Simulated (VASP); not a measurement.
# P in VASP: further runs

P is run at these levels: PBE+D3(BJ); tasks: single point.

Everything below comes from runs of VASP 6.6.1. Logs are shortened: lines on timing, memory, paths and dates and some standing lists are left out, and cuts for length are marked.

### Step 1. The cell of the first run

The cell holds a slab with vacuum, 8 atoms: a = 3.296 Å, b = 4.439 Å, c = 21.746 Å, α = 90.00°, β = 90.00°, γ = 90.00°.

### Step 2. Single point, PBE+D3(BJ) (layers slid over each other)

Input file INCAR:

```
ALGO = Normal ; DIPOL = 0.5 0.5 0.414
EDIFF = 1E-7 ; ENCUT = 520
GGA = PE ; IDIPOL = 3
ISIF = 2 ; ISMEAR = 0
IVDW = 12 ; LASPH = T
LCHARG = T ; LDIPOL = T
LELF = T ; LREAL = F
LVACPOTAV = T ; LVHAR = T
LWAVE = F ; NBANDS = 30
NELM = 80 ; PREC = Accurate
SIGMA = 0.05
```

Input file KPOINTS:

```
k-points
0
Gamma
  8 6 1
```

Input file POSCAR:

```
P
1.0
    3.2961869271      0.0000000000      0.0000000000
    0.0000000000      4.4391555608      0.0000000000
    0.0000000000      0.0000000000     21.7461973993
P
8
Direct
    0.5000000000      0.9174951521      0.2069327302
    0.0000000000      0.5825048479      0.2069327302
    0.5000000000      0.0825048479      0.3045635326
    0.0000000000      0.4174951521      0.3045635326
    0.6250000000      0.2075048479      0.5234523761
    0.1250000000     -0.1274854563      0.5234523761
    0.6250000000     -0.6274854563      0.6210831784
    0.1250000000     -0.2924951521      0.6210831784
```

Potentials or basis: VASP PAW PBE potentials, release 64 (P).

Started as:

```sh
$ cat potpaw_PBE.64/P/POTCAR > POTCAR
$ mpirun -np 1 vasp_std > vasp.out
```

OUTCAR:

```text
EDIFF = 1E-7
   ENCUT = 520
   GGA = PE
   ISIF = 2
   ISMEAR = 0
   IVDW = 12
   LASPH = T
   LREAL = F
   NELM = 80
   PREC = Accurate
 IVDW          = 12

 ion  position               nearest neighbor table
   1  0.500  0.917  0.207-   2 2.22   2 2.22   3 2.25
   2  0.000  0.583  0.207-   1 2.22   1 2.22   4 2.25
   3  0.500  0.083  0.305-   4 2.22   4 2.22   1 2.25
   4  0.000  0.417  0.305-   3 2.22   3 2.22   2 2.25
   5  0.625  0.208  0.523-   6 2.22   6 2.22   7 2.25
   6  0.125  0.873  0.523-   5 2.22   5 2.22   8 2.25
   7  0.625  0.373  0.621-   8 2.22   8 2.22   5 2.25
   8  0.125  0.708  0.621-   7 2.22   7 2.22   6 2.25

  LATTYP: Found a simple orthorhombic cell.
 ALAT       =     3.2961869271
 B/A-ratio  =     1.3467547985
 C/A-ratio  =     6.5973799060

  Lattice vectors:

 A1 = (   3.2961869271,   0.0000000000,   0.0000000000)
 A2 = (   0.0000000000,   4.4391555608,   0.0000000000)
 A3 = (   0.0000000000,   0.0000000000,  21.7461973993)

Analysis of symmetry for initial positions (statically):
=====================================================================
 Subroutine PRICEL returns:
 Original cell was already a primitive cell.

 Routine SETGRP: Setting up the symmetry group for a
 simple orthorhombic supercell.

 Subroutine GETGRP returns: Found  2 space group operations
 (whereof  1 operations were pure point group operations)
 out of a pool of  8 trial point group operations.

The static configuration has the point symmetry C_1 .
 The point group associated with its full space group is S_2 .

Analysis of symmetry for dynamics (positions and initial velocities):
=====================================================================
 Subroutine PRICEL returns:
 Original cell was already a primitive cell.

 Routine SETGRP: Setting up the symmetry group for a
 simple orthorhombic supercell.

 Subroutine GETGRP returns: Found  2 space group operations
 (whereof  1 operations were pure point group operations)
 out of a pool of  8 trial point group operations.

The dynamic configuration has the point symmetry C_1 .
 The point group associated with its full space group is S_2 .

 Subroutine INISYM returns: Found  2 space group operations
 (whereof  1 operations are pure point group operations),
 and found     1 'primitive' translations

----------------------------------------------------------------------------------------

                                     Primitive cell

  volume of cell :     318.1966

  direct lattice vectors                    reciprocal lattice vectors
     3.296186927  0.000000000  0.000000000     0.303380853  0.000000000  0.000000000
     0.000000000  4.439155561  0.000000000     0.000000000  0.225268069  0.000000000
     0.000000000  0.000000000 21.746197399     0.000000000  0.000000000  0.045985051

  length of vectors
     3.296186927  4.439155561 21.746197399     0.303380853  0.225268069  0.045985051

  position of ions in fractional coordinates (direct lattice)
     0.500000000  0.917495152  0.206932730
     0.000000000  0.582504848  0.206932730
     0.500000000  0.082504848  0.304563533
     0.000000000  0.417495152  0.304563533
     0.625000000  0.207504848  0.523452376
     0.125000000  0.872514544  0.523452376
     0.625000000  0.372514544  0.621083178
     0.125000000  0.707504848  0.621083178

  ion indices of the primitive-cell ions
   primitive index   ion index
                 1           1
                 2           2
                 3           3
                 4           4
                 5           5
                 6           6
                 7           7
                 8           8

----------------------------------------------------------------------------------------

 KPOINTS: k-points

Automatic generation of k-mesh.
 Grid dimensions read from file:
 generate k-points for:    8    6    1

 Generating k-lattice:

  Cartesian coordinates                     Fractional coordinates (reciprocal lattice)
     0.037922607  0.000000000  0.000000000     0.125000000  0.000000000  0.000000000
     0.000000000  0.037544678  0.000000000     0.000000000  0.166666667  0.000000000
     0.000000000  0.000000000  0.045985051     0.000000000  0.000000000  1.000000000

  Length of vectors
     0.037922607  0.037544678  0.045985051

  Shift w.r.t. Gamma in fractional coordinates (k-lattice)
     0.000000000  0.000000000  0.000000000

 Subroutine IBZKPT returns following result:
 ===========================================

 Found     26 irreducible k-points:

 Following reciprocal coordinates:
            Coordinates               Weight
  0.000000  0.000000  0.000000      1.000000
  0.125000  0.000000  0.000000      2.000000
  0.250000  0.000000  0.000000      2.000000
  0.375000  0.000000  0.000000      2.000000
  0.500000  0.000000  0.000000      1.000000
  0.000000  0.166667  0.000000      2.000000
[... 16 lines left out ...]
  0.125000  0.500000  0.000000      2.000000
  0.250000  0.500000  0.000000      2.000000
 [... further k-points ...]
   k-points           NKPTS =     26   k-points in BZ     NKDIM =     26   number of bands    NBANDS=     30
   number of dos      NEDOS =    301   number of ions     NIONS =      8
   total plane-waves  NPLWV = 163296
   dimension x,y,z NGX =    28 NGY =   36 NGZ =  162
   dimension x,y,z NGXF=    56 NGYF=   72 NGZF=  324
   ions per type =               8
   NGX,Y,Z   is equivalent  to a cutoff of  14.12, 13.48, 12.38 a.u.
   NGXF,Y,Z  is equivalent  to a cutoff of  28.24, 26.96, 24.77 a.u.
 SYSTEM =  unknown system
   PREC   = accura    normal or accurate (medium, high low for compatibility)
   ISTART =      0    job   : 0-new  1-cont  2-samecut
   ICHARG =      2    charge: 1-file 2-atom 10-const
   ISPIN  =      1    spin polarized calculation?
   LNONCOLLINEAR =      F non collinear calculations
   LSORBIT =      F    spin-orbit coupling
   LASPH  =      T    aspherical Exc in radial PAW
   ENCUT  =  520.0 eV  38.22 Ry    6.18 a.u.   6.13  8.25 40.43*2*pi/ulx,y,z
   NELM   =     80;   NELMIN=  2; NELMDL= -5     # of ELM steps
   EDIFF  = 0.1E-06   stopping-criterion for ELM
   LREAL  =      F    real-space projection
   EDIFFG = 0.1E-05   stopping-criterion for IOM
   NSW    =      0    number of steps for IOM
   IBRION =     -1    ionic relax: 0-MD 1-quasi-New 2-CG
   NFREE  =      0    steps in history (QN), initial steepest desc. (CG)
   ISIF   =      2    stress and relaxation
   ISYM   =      2    0-nonsym 1-usesym 2-fastsym
   POTIM  = 0.5000    time-step for ionic-motion
   TEBEG  =    0.0;   TEEND  =   0.0 temperature during run
   PSTRESS=    0.0 pullay stress
   NELECT =      40.0000    total number of electrons
   NUPDOWN=      -1.0000    fix difference up-down
   EMIN   =  10.00;   EMAX   =-10.00  energy-range for DOS
   EFERMI =   0.00;   METHOD = LEGACY
   ISMEAR =     0;   SIGMA  =   0.05  broadening in eV -4-tet -1-fermi 0-gaus
   EFERMI_NEDOS =   21; number of points for ismear=-14 and -15
   IALGO  =     38    algorithm
   IMIX   =      4    mixing-type and parameters
     AMIX     =   0.40;   BMIX     =  1.00
     AMIX_MAG =   1.60;   BMIX_MAG =  1.00
  volume/ion in A,a.u.               =      39.77       268.41
  Fermi-wavevector in a.u.,A,eV,Ry     =   0.820093  1.549751  9.150628  0.672552
  Thomas-Fermi vector in A             =   1.931014
   LORBIT       =      0    0 simple, 1 ext, 2 COOP (PROOUT), +10 PAW based schemes
   GGA     = PE    functional components
   LHFCALC =     F    Hartree Fock is set to
   AEXX    =    0.0000 exact exchange contribution
   IVDW    =    12    specifies the selected vdW correction
   LEPSILON=     F    determine dielectric tensor
   LRPA    =     F    only Hartree local field effects (RPA)
 non-spin polarized calculation
 Gauss-broadening in eV      SIGMA  =   0.05
  energy-cutoff  :      520.00
  volume of cell :      318.20
 maximum number of plane-waves:      8606
 NGX is ok and might be reduce to    28
   NGX = 13   NGY = 17   NGZ = 81

 number of electron      39.9999998 magnetization

 dipolmoment           0.000000      0.000000     -0.000001 electrons x Angstroem

 Free energy of the ion-electron system (eV)
  ---------------------------------------------------
  ext. energy  EPLUGINS =         0.00000000
  ---------------------------------------------------
  free energy    TOTEN  =       -42.90445418 eV

  energy without entropy =      -42.90445418  energy(sigma->0) =      -42.90445418

 E-fermi :   0.6076     XC(G=0):  -5.4281

 val. band max:        0.3390885238   @ k =   0.0000   0.0000   0.0000
 cond. band min:       0.9158733047   @ k =   0.0000   0.0000   0.0000
 fundamental gap:      0.5767847808
 Fermi energy:         0.6075514056

 k-point     1 :       0.0000    0.0000    0.0000
  band No.  band energies     occupation
      1     -14.8104      2.00000
      2     -14.8062      2.00000
      3     -12.2034      2.00000
      4     -12.1891      2.00000
      5      -8.6834      2.00000
      6      -8.6830      2.00000
[... 22 lines left out ...]
     29       4.6282      0.00000
     30       4.8500      0.00000

 k-point     2 :       0.1250    0.0000    0.0000
  band No.  band energies     occupation
      1     -14.6235      2.00000
      2     -14.6193      2.00000
      3     -12.0088      2.00000
      4     -11.9946      2.00000
      5      -8.8026      2.00000
      6      -8.8022      2.00000
[... 22 lines left out ...]
     29       4.8271      0.00000
     30       5.0343      0.00000

 k-point     3 :       0.2500    0.0000    0.0000
  band No.  band energies     occupation
      1     -14.0685      2.00000
      2     -14.0644      2.00000
      3     -11.4279      2.00000
      4     -11.4139      2.00000
      5      -9.3952      2.00000
      6      -9.3938      2.00000
[... 22 lines left out ...]
     29       4.9938      0.00000
     30       4.9984      0.00000

 k-point     4 :       0.3750    0.0000    0.0000
  band No.  band energies     occupation
      1     -13.1659      2.00000
      2     -13.1620      2.00000
      3     -10.5971      2.00000
      4     -10.5944      2.00000
      5     -10.4699      2.00000
      6     -10.4562      2.00000
[... 22 lines left out ...]
     29       3.5966      0.00000
     30       3.6134      0.00000

 k-point     5 :       0.5000    0.0000    0.0000
  band No.  band energies     occupation
      1     -11.9664      2.00000
      2     -11.9651      2.00000
      3     -11.9625      2.00000
      4     -11.9619      2.00000
      5      -9.1562      2.00000
      6      -9.1540      2.00000
[... 22 lines left out ...]
     29       3.7318      0.00000
     30       3.7794      0.00000
[... 526 lines left out ...]
     29       5.5072      0.00000
     30       5.5205      0.00000

 k-point    22 :       0.0000    0.5000    0.0000
  band No.  band energies     occupation
      1     -13.5833      2.00000
      2     -13.5788      2.00000
      3     -13.5784      2.00000
      4     -13.5746      2.00000
      5      -8.2616      2.00000
      6      -8.2565      2.00000
[... 22 lines left out ...]
     29       3.8211      0.00000
     30       3.8239      0.00000

 k-point    23 :       0.1250    0.5000    0.0000
  band No.  band energies     occupation
      1     -13.4044      2.00000
      2     -13.4000      2.00000
      3     -13.3996      2.00000
      4     -13.3959      2.00000
      5      -8.1756      2.00000
      6      -8.1705      2.00000
[... 22 lines left out ...]
     29       4.4196      0.00000
     30       4.4261      0.00000

 k-point    24 :       0.2500    0.5000    0.0000
  band No.  band energies     occupation
      1     -12.8834      2.00000
      2     -12.8791      2.00000
      3     -12.8787      2.00000
      4     -12.8753      2.00000
      5      -8.1314      2.00000
      6      -8.1264      2.00000
[... 22 lines left out ...]
     29       5.8482      0.00000
     30       5.9194      0.00000

 [... further k-points ...]

------------------------ aborting loop because EDIFF is reached ----------------------------------------

 Edisp (eV)   -2.12161

 E8    (eV) :    -0.8343

  FORCE on cell =-STRESS in cart. coord.  units (eV):
  Direction    XX          YY          ZZ          XY          YZ          ZX
  --------------------------------------------------------------------------------------
  -------------------------------------------------------------------------------------
  Total      -0.39983    -0.44743    -1.05429     0.00010     0.00748    -0.00351
  in kB      -2.01320    -2.25287    -5.30852     0.00051     0.03765    -0.01768
  external pressure =       -3.19 kB  Pullay stress =        0.00 kB

 VOLUME and BASIS-vectors are now :
 -----------------------------------------------------------------------------
  energy-cutoff  :      520.00
  volume of cell :      318.20
      direct lattice vectors                 reciprocal lattice vectors
     3.296186927  0.000000000  0.000000000     0.303380853  0.000000000  0.000000000
     0.000000000  4.439155561  0.000000000     0.000000000  0.225268069  0.000000000
     0.000000000  0.000000000 21.746197399     0.000000000  0.000000000  0.045985051

 POSITION                                       TOTAL-FORCE (eV/Angst)
 -----------------------------------------------------------------------------------
      1.64809      4.07290      4.50000        -0.000004     -0.031726      0.058196
      0.00000      2.58583      4.50000         0.000190      0.027201      0.049247
      1.64809      0.36625      6.62310         0.000374      0.031348      0.005842
      0.00000      1.85333      6.62310         0.000017     -0.024388     -0.000122
      2.06012      0.92115     11.38310        -0.000374     -0.031348     -0.005842
      0.41202      3.87323     11.38310        -0.000017      0.024388      0.000122
      2.06012      1.65365     13.50620         0.000004      0.031726     -0.058196
      0.41202      3.14072     13.50620        -0.000190     -0.027201     -0.049247
 -----------------------------------------------------------------------------------
    total drift:                               -0.000000     -0.000006     -0.000005

  FREE ENERGIE OF THE ION-ELECTRON SYSTEM (eV)
  ---------------------------------------------------
  free  energy   TOTEN  =       -45.0260672377 eV

  energy  without entropy=      -45.0260672377  energy(sigma->0) =      -45.02606724

 vacuum level on the upper side and lower side of the slab         5.248         5.248
```

Wall time 3 min (1 thread of Intel Xeon 6975P-C (Granite Rapids), shared host); peak memory 0.46 GiB.

Results:

- Free energy: -45.0261 eV
- Largest force: 0.066 eV/Å
- Band gap on the k mesh: 0.58 eV
- Dispersion energy per atom: -0.265 eV

Forces in eV/Å, atoms in the order of the input:
```
P    0.000 -0.032  0.058
P    0.000  0.027  0.049
P    0.000  0.031  0.006
P    0.000 -0.024  0.000
P    0.000 -0.031 -0.006
P    0.000  0.024  0.000
P    0.000  0.032 -0.058
P    0.000 -0.027 -0.049
```

Levels at points of the mesh, in eV from the valence-band top:
```tsv
k point	band 17	band 18	band 19	band 20	band 21	band 22	band 23	band 24
(0.00, 0.00, 0.00)	-1.76	-1.76	-0.01	0.00	0.58	0.94	1.57	1.58
(0.50, 0.00, 0.00)	-2.09	-2.07	-2.00	-2.00	1.28	1.28	1.32	1.32
(0.00, 0.50, 0.00)	-1.08	-1.04	-1.03	-0.99	2.07	2.10	2.11	2.14
(0.50, 0.50, 0.00)	-1.36	-1.33	-1.30	-1.27	2.31	2.35	2.48	2.52
```

Caveat: the cell differs from its parent crystal (layers slid over each other).

[end of part 1 of 2]
